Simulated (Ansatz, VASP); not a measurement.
# Two plane-wave programs on Ti

```
Ti
1.0
     2.88978    0.00000    0.00000
    -1.44489    2.50262    0.00000
     0.00000    0.00000    4.58446
Ti
2
Direct
  0.66667 0.33333 0.75000
  0.33333 0.66667 0.25000
```

Alike in both runs: task single point; functional revPBE; dispersion D3(BJ); k mesh 10 × 10 × 6; occupations fermi-dirac, width 0.05 eV; no spin polarisation.

|  | VASP | Ansatz |
| --- | --- | --- |
| version | VASP 6.6.1 | Ansatz 0.2.0 |
| potentials or method | VASP PAW PBE potentials, release 64 (Ti_sv) | Ansatz PAW |
| plane-wave cutoff (eV) | 520 | 420 |
| valence electrons in the cell | 24 | 24 |

|  | VASP | Ansatz | Ansatz less VASP |
| --- | --- | --- | --- |
| gap on the k mesh at the Fermi level (eV) | none | none | - |
| pressure (GPa) | -4.0 | -3.6 | +0.37 |
| traceless stress, the component that is largest in VASP (GPa) | -0.30 | -0.30 | +0.006 |

VASP's potentials were made for PBE, not for revPBE. A gap of «none» marks a metal or a gap that the smearing closes.
